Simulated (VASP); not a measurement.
# Ta19W in VASP: single point with PBEsol

Aim: the single point of Ta19W with PBEsol.

Everything below comes from runs of VASP 6.6.1. Logs are shortened: lines on timing, memory, paths and dates and some standing lists are left out, and cuts for length are marked.

## 1. The cell of the first run

The cell holds a slab with vacuum, 20 atoms: a = 5.682 Å, b = 5.682 Å, c = 21.278 Å, α = 90.00°, β = 90.00°, γ = 109.47°.

## 2. Single point, PBEsol

Contents of INCAR:

```
SYSTEM = Ta19W
ALGO = Normal
DIPOL = 0.5 0.5 0.500
EDIFF = 1E-7
ENCUT = 520
GGA = PS
IDIPOL = 3
ISIF = 2
ISMEAR = 1
LASPH = .True.
LCHARG = .False.
LDIPOL = .True.
LREAL = Auto
LWAVE = .False.
NBANDS = 128
NELM = 100
PREC = Accurate
SIGMA = 0.1
```

Contents of KPOINTS:

```
k-points
0
Gamma
  5 5 1
  0 0 0
```

Contents of POSCAR:

```
Ta19W
1.0
    5.6818529412      0.0000000145      0.0000000000
   -1.8939510001      5.3569023189      0.0000000000
    0.0000000000      0.0000000000     21.2783860380
Ta W
19 1
Direct
    0.0000000000      0.0000000000      0.2884348487
    0.0000000000      0.5000000000      0.2876570001
    0.5000000000      0.0000000000      0.2876570001
    0.5000000000      0.5000000000      0.2884904275
    0.2531836889      0.2531836889      0.3934730954
    0.2491884485      0.7508115515      0.3913758715
    0.7508115515      0.2491884485      0.3913758715
    0.7468163111      0.7468163111      0.3934730954
    0.5000000000      0.0000000000      0.5000000142
    1.0000000000      0.5000000000      0.5000000142
    0.0000000000      0.0000000000      0.4999999872
    0.7468163222      0.7468163222      0.6065269033
    0.7508115458      0.2491884542      0.6086241367
    0.2491884542      0.7508115458      0.6086241367
    0.2531836778      0.2531836778      0.6065269033
    0.0000000000      0.0000000000      0.7115651220
    0.0000000000      0.5000000000      0.7123429863
    0.5000000000      0.0000000000      0.7123429863
    0.5000000000      0.5000000000      0.7115095971
    0.5000000000      0.5000000000      0.5000000024
```

Potentials or basis: VASP PAW PBE potentials, release 64 (Ta_pv, W_sv).

The run is started by

```
$ cat potpaw_PBE.64/Ta_pv/POTCAR potpaw_PBE.64/W_sv/POTCAR > POTCAR
$ mpirun -np 1 vasp_std > vasp.out
```

OUTCAR:

```text
SYSTEM = Ta19W
   EDIFF = 1E-7
   ENCUT = 520
   GGA = PS
   ISIF = 2
   ISMEAR = 1
   LASPH = .True.
   LREAL = Auto
   NELM = 100
   PREC = Accurate

 ion  position               nearest neighbor table
   1  0.000  0.000  0.288-   5 2.78   8 2.78   2 2.84   2 2.84   3 2.84   3 2.84   7 3.18   6 3.18
                             4 3.28   4 3.28
   2  0.000  0.500  0.288-   6 2.75   7 2.75   1 2.84   1 2.84   4 2.84   4 2.84   5 3.23   8 3.23
                             3 3.28   3 3.28
   3  0.500  0.000  0.288-   6 2.75   7 2.75   1 2.84   1 2.84   4 2.84   4 2.84   5 3.23   8 3.23
                             2 3.28   2 3.28
   4  0.500  0.500  0.288-   5 2.76   8 2.76   3 2.84   3 2.84   2 2.84   2 2.84   7 3.20   6 3.20
                             1 3.28   1 3.28
   5  0.253  0.253  0.393-   4 2.76   1 2.78  20 2.79  11 2.81   6 2.84   7 2.84   6 2.85   7 2.85
                             3 3.23   2 3.23   8 3.24   9 3.24  10 3.24   8 3.32
   6  0.249  0.751  0.391-   2 2.75   3 2.75  10 2.83   9 2.83   5 2.84   8 2.84   5 2.85   8 2.85
                             1 3.18   4 3.20  11 3.27  20 3.28   7 3.28   7 3.28
   7  0.751  0.249  0.391-   2 2.75   3 2.75  10 2.83   9 2.83   8 2.84   5 2.84   8 2.85   5 2.85
                             1 3.18   4 3.20  11 3.27  20 3.28   6 3.28   6 3.28
   8  0.747  0.747  0.393-   4 2.76   1 2.78  20 2.79  11 2.81   7 2.84   6 2.84   7 2.85   6 2.85
                             3 3.23   2 3.23   5 3.24   9 3.24  10 3.24   5 3.32
   9  0.500  0.000  0.500-  13 2.83  14 2.83   6 2.83   7 2.83  20 2.84  20 2.84  11 2.84  11 2.84
[... 9 lines left out ...]
  14  0.249  0.751  0.609-  17 2.75  18 2.75  10 2.83   9 2.83  15 2.84  12 2.84  15 2.85  12 2.85
                            16 3.18  19 3.20  11 3.27  20 3.28  13 3.28  13 3.28
  15  0.253  0.253  0.607-  19 2.76  16 2.78  20 2.79  11 2.81  14 2.84  13 2.84  14 2.85  13 2.85
                            18 3.23  17 3.23  12 3.24   9 3.24  10 3.24  12 3.32
  16  0.000  0.000  0.712-  12 2.78  15 2.78  17 2.84  17 2.84  18 2.84  18 2.84  14 3.18  13 3.18
                            19 3.28  19 3.28
  17  0.000  0.500  0.712-  13 2.75  14 2.75  16 2.84  16 2.84  19 2.84  19 2.84  12 3.23  15 3.23
                            18 3.28  18 3.28
  18  0.500  0.000  0.712-  13 2.75  14 2.75  16 2.84  16 2.84  19 2.84  19 2.84  12 3.23  15 3.23
                            17 3.28  17 3.28
  19  0.500  0.500  0.712-  12 2.76  15 2.76  18 2.84  18 2.84  17 2.84  17 2.84  14 3.20  13 3.20
                            16 3.28  16 3.28
  20  0.500  0.500  0.500-  12 2.79  15 2.79   5 2.79   8 2.79   9 2.84   9 2.84  10 2.84  10 2.84
                             7 3.28   6 3.28  14 3.28  13 3.28  11 3.28  11 3.28

  LATTYP: Found a base centered orthorhombic cell.
 ALAT       =     6.5608386449
 B/A-ratio  =     1.4142135641
 C/A-ratio  =     3.2432417850

  Lattice vectors:

 A1 = (   5.6818529412,   0.0000000145,   0.0000000000)
 A2 = (  -1.8939510001,   5.3569023189,   0.0000000000)
 A3 = (   0.0000000000,   0.0000000000,  21.2783860380)

Analysis of symmetry for initial positions (statically):
=====================================================================
 Subroutine PRICEL returns:
 Original cell was already a primitive cell.

 Routine SETGRP: Setting up the symmetry group for a
 base centered orthorhombic supercell.

 Subroutine GETGRP returns: Found  8 space group operations
[... 166 lines left out ...]
   LEPSILON=     F    determine dielectric tensor
   LRPA    =     F    only Hartree local field effects (RPA)
 non-spin polarized calculation
 Methfessel and Paxton  Order N= 1 SIGMA  =   0.10
  energy-cutoff  :      520.00
  volume of cell :      647.65
 maximum number of plane-waves:     17491
 NGX is ok and might be reduce to    42
   NGX = 21   NGY = 21   NGZ = 79

 dipolmoment           0.000000      0.000000      0.000000 electrons x Angstroem

 number of electron     223.0000009 magnetization

 dipolmoment           0.000000      0.000000     -0.000000 electrons x Angstroem

 Free energy of the ion-electron system (eV)
  ---------------------------------------------------
  ext. energy  EPLUGINS =         0.00000000
  ---------------------------------------------------
  free energy    TOTEN  =      -242.54524752 eV

  energy without entropy =     -242.53946170  energy(sigma->0) =     -242.54331891

 E-fermi :   1.0596     XC(G=0):  -7.9071

 val. band max:        1.0539775582   @ k =  -0.4000   0.4000   0.0000
 cond. band min:       1.0646296536   @ k =  -0.4000   0.2000   0.0000
 fundamental gap:      0.0106520953
 Fermi energy:         1.0595803920

 k-point     1 :       0.0000    0.0000    0.0000
  band No.  band energies     occupation
      1     -72.0756      2.00000
      2     -36.3500      2.00000
      3     -36.3404      2.00000
      4     -36.3231      2.00000
      5     -33.3462      2.00000
      6     -33.3423      2.00000
[... 1123 lines left out ...]
    122       2.0809     -0.00000
    123       2.3480     -0.00000
 [bands above 123 left out]

------------------------ aborting loop because EDIFF is reached ----------------------------------------

 vacuum level on the upper side and lower side of the slab       (xc-potential included)        -0.324        -0.324

  FORCE on cell =-STRESS in cart. coord.  units (eV):
  Direction    XX          YY          ZZ          XY          YZ          ZX
  --------------------------------------------------------------------------------------
  -------------------------------------------------------------------------------------
  Total      -10.2064797     -9.2488452      0.1544099      1.3542997      0.0000000      0.0000000
  in kB      -25.2489987    -22.8799827      0.3819823      3.3502944      0.0000000      0.0000000
  external PRESSURE =     -15.9156664 kB  Pullay stress =       0.0000000 kB

 VOLUME and BASIS-vectors are now :
 -----------------------------------------------------------------------------
  energy-cutoff  :      520.00
  volume of cell :      647.65
      direct lattice vectors                 reciprocal lattice vectors
     5.681852941  0.000000015  0.000000000     0.175998923  0.062225017  0.000000000
    -1.893951000  5.356902319  0.000000000    -0.000000000  0.186675048  0.000000000
     0.000000000  0.000000000 21.278386038     0.000000000  0.000000000  0.046996046

 POSITION                                       TOTAL-FORCE (eV/Angst)
 -----------------------------------------------------------------------------------
      0.00000      0.00000      6.13743        -0.000000      0.000000     -0.039694
     -0.94698      2.67845      6.12088        -0.000000     -0.000000      0.022468
      2.84093      0.00000      6.12088        -0.000000     -0.000000      0.022468
      1.89395      2.67845      6.13861        -0.000000     -0.000000     -0.045704
      0.95903      1.35628      8.37247        -0.015054     -0.021289      0.027545
     -0.00615      4.02202      8.32785         0.005080     -0.003592     -0.019054
[... 12 lines left out ...]
      1.89395      2.67845     15.13978        -0.000000      0.000000      0.045704
      1.89395      2.67845     10.63919        -0.000000      0.000000     -0.000000
 -----------------------------------------------------------------------------------
    total drift:                                0.000000      0.000000     -0.000085

  FREE ENERGIE OF THE ION-ELECTRON SYSTEM (eV)
  ---------------------------------------------------
  free  energy   TOTEN  =      -242.5452475189 eV

  energy  without entropy=     -242.5394617038  energy(sigma->0) =     -242.54331891

 vacuum level on the upper side and lower side of the slab         5.599         5.599
```

It took 48 min on 1 thread of Intel Xeon Platinum 8488C (Sapphire Rapids), shared host; peak memory 0.87 GiB.

Results:

```yaml
Free_energy: -242.5452 eV
Largest_force: 0.046 eV/Å
Band_gap_on_the_k_mesh: zero (an odd number of electrons rules out a gap without spin polarisation)
```

Forces in eV/Å, atoms in the order of the input:
```
Ta   0.000  0.000 -0.040
Ta   0.000  0.000  0.022
Ta   0.000  0.000  0.022
Ta   0.000  0.000 -0.046
Ta  -0.015 -0.021  0.028
Ta   0.005 -0.004 -0.019
Ta  -0.005  0.004 -0.019
Ta   0.015  0.021  0.028
Ta   0.000  0.000  0.000
Ta   0.000  0.000  0.000
Ta   0.000  0.000  0.000
Ta   0.015  0.021 -0.028
Ta  -0.005  0.004  0.019
Ta   0.005 -0.004  0.019
Ta  -0.015 -0.021 -0.028
Ta   0.000  0.000  0.040
Ta   0.000  0.000 -0.022
Ta   0.000  0.000 -0.022
Ta   0.000  0.000  0.046
W    0.000  0.000  0.000
```

Levels at points of the mesh, in eV from the Fermi level:
```
           k point  band 109  band 110  band 111  band 112  band 113  band 114
(0.00, 0.00, 0.00)      0.43      0.50      0.57      0.62      0.66      0.87
```

Caveat: the PAW data sets were made with another functional, which shifts forces and pressure a little; spin-orbit coupling is left out, which moves the levels of the heavy elements.
